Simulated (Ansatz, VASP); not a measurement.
## TePb: VASP beside Ansatz

```
Pb Te
1.0
     4.64367    0.00000    0.00000
     0.00000    4.64367    0.00000
     0.00000    0.00000   25.85070
Pb Te
4 4
Direct
  0.00000 0.00000 0.31759
  0.50000 0.50000 0.42708
  0.00000 0.00000 0.57292
  0.50000 0.50000 0.68241
  0.50000 0.50000 0.30692
  0.00000 0.00000 0.43633
  0.50000 0.50000 0.56367
  0.00000 0.00000 0.69309
```

Alike in both runs: task single point; functional PBE; k mesh 6 × 6 × 1; occupations fermi-dirac, width 0.02 eV; no spin polarisation.

|  | VASP | Ansatz |
| --- | --- | --- |
| version | VASP 6.6.1 | Ansatz 0.2.0 |
| potentials or method | VASP PAW PBE potentials, release 64 (Pb_d, Te) | PAW with Ansatz's default frozen-core files, scalar-relativistic |
| plane-wave cutoff (eV) | 520 | 420 |
| valence electrons in the cell | 80 | 120 |

```tsv
	VASP	Ansatz	Ansatz less VASP
gap on the k mesh at the Fermi level (eV)	1.34	1.34	0.000
rms of the force components (eV/Å)	0.003	0.000	-0.0028
```

With one functional, cell and mesh, what is left measures potentials, basis and numerics. VASP's potentials hold 80 valence electrons a cell and Ansatz's 120, so a difference there can come from the potentials and not from the codes. Ansatz's warnings: structure snapped to symmetry.

Neither program's run includes spin-orbit coupling.
